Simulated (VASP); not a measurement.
Input of a VASP 6.6.1 run:

The input INCAR:

```
PREC = Accurate
ENCUT = 520
EDIFF = 1E-6
ISMEAR = -5
SIGMA = 0.1
LREAL = F
LASPH = T
NELM = 150
ALGO = Normal
ISIF = 2
LWAVE = F
LCHARG = T
ISPIN = 2
MAGMOM = 4 0
LORBIT = 11
LMAXMIX = 4
LDAU = T
LDAUTYPE = 2
LDAUL = 2 -1
LDAUU = 4 0
LDAUJ = 0 0
LDAUPRINT = 1
GGA = RE
LELF = T
LVHAR = T
NBANDS = 20
```

The input KPOINTS:

```
Automatic mesh
0
Gamma
  9 9 9
```

File POSCAR:

```
MnS
1.0
    0.0000000000      2.6387736672      2.6387736672
    2.6387736672      0.0000000000      2.6387736672
    2.6387736672      2.6387736672      0.0000000000
Mn S
1 1
Direct
    0.0000000000      0.0000000000      0.0000000000
    0.5000000000      0.5000000000      0.5000000000
```

Potentials or basis: VASP PAW PBE potentials, release 64 (Mn_pv, S).

Command:

```console
$ cat potpaw_PBE.64/Mn_pv/POTCAR potpaw_PBE.64/S/POTCAR > POTCAR
$ mpirun -np 1 vasp_std > vasp.out
```

Task: What does it give for the pressure?

Result: 2.8 GPa.

Task: Estimate the site moments.

Result: Mn +4.61; S +0.07 μB.

Eigenvalues of the final occupation matrices:
```
    site  spin  trace               eigenvalues
site 1 d     1   4.72  0.94 0.94 0.94 0.96 0.96
site 1 d     2   0.18  0.01 0.01 0.01 0.07 0.07
```

Caveat: the PAW data sets were made with another functional, which shifts forces and pressure a little; an odd mesh through Γ misses points on the zone boundary, where band edges can lie; a cell with one magnetic atom can't hold antiferromagnetic order, which such compounds often take. The state reached can hang on the start; a lower one may exist.
